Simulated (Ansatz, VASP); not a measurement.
Two plane-wave programs on Pd

Contents of INCAR:

```
SYSTEM = Pd
ALGO     = Normal         ! electronic algorithm
EDIFF    = 1E-6           ! SCF threshold, eV
ENCUT    = 500            ! plane-wave cutoff, eV
GGA_COMPAT= .False.      
ISIF     = 2              ! what is computed and relaxed
ISMEAR   = -1             ! smearing method
LASPH    = .True.         ! aspherical terms in the spheres
LCHARG   = .False.        ! write CHGCAR
LREAL    = .False.        ! projectors in reciprocal space
LWAVE    = .False.        ! write WAVECAR
NBANDS   = 11             ! bands
NELM     = 120            ! most SCF steps
PREC     = Accurate       ! precision mode
SIGMA    = 0.08           ! smearing width, eV
```

File KPOINTS:

```
k-points
0
Gamma
  19 19 19
  0 0 0
```

POSCAR

```
Pd
1.0
    0.0000000000      1.7829219203      1.7829219203
    1.7829219203      0.0000000000      1.7829219203
    1.7829219203      1.7829219203      0.0000000000
Pd
1
Direct
    0.0000000000      0.0000000000      0.0000000000
```

Input for Ansatz:

```yaml
crystal:
  lattice:
    - [0.0, 1.7829219203, 1.7829219203]
    - [1.7829219203, 0.0, 1.7829219203]
    - [1.7829219203, 1.7829219203, 0.0]
  atoms:
    - { symbol: Pd, position: [0.0, 0.0, 0.0] }
kpoints:
  mp_grid: { grid: [19, 19, 19] }
scf:
  occupations: { method: fermi_dirac, width: 0.08 }
hamiltonian:
  xc: lda
  pseudopotentials: { kind: paw }
output:
  forces: true
  stress: true
  eigenvalues: true
  populations: true
```

Change from the starting cell: volume scaled by 0.8, PAW files.

Alike in both runs: task single point; functional LDA; k mesh 19 × 19 × 19; occupations fermi-dirac, width 0.08 eV; no spin polarisation.

```csv
,VASP,Ansatz
version,VASP 6.6.1,Ansatz 0.2.0
potentials or method,"VASP PAW LDA potentials, release 64 (Pd)","PAW with Ansatz's default frozen-core files, scalar-relativistic"
plane-wave cutoff (eV),500,420
valence electrons in the cell,10,18
```

|  | VASP | Ansatz | Ansatz less VASP |
| --- | --- | --- | --- |
| pressure (GPa) | 91.8 | 90.9 | -0.95 |

LDA's correlation is that of Perdew and Zunger in VASP and of Perdew and Wang (1992) in Ansatz. Both programs put the cell under a high pressure, so it lies far from rest at this level. VASP's potentials hold 10 valence electrons a cell and Ansatz's 18, so a difference there can come from the potentials and not from the codes.

Noted on VASP's run: the cell as given lies far from equilibrium.
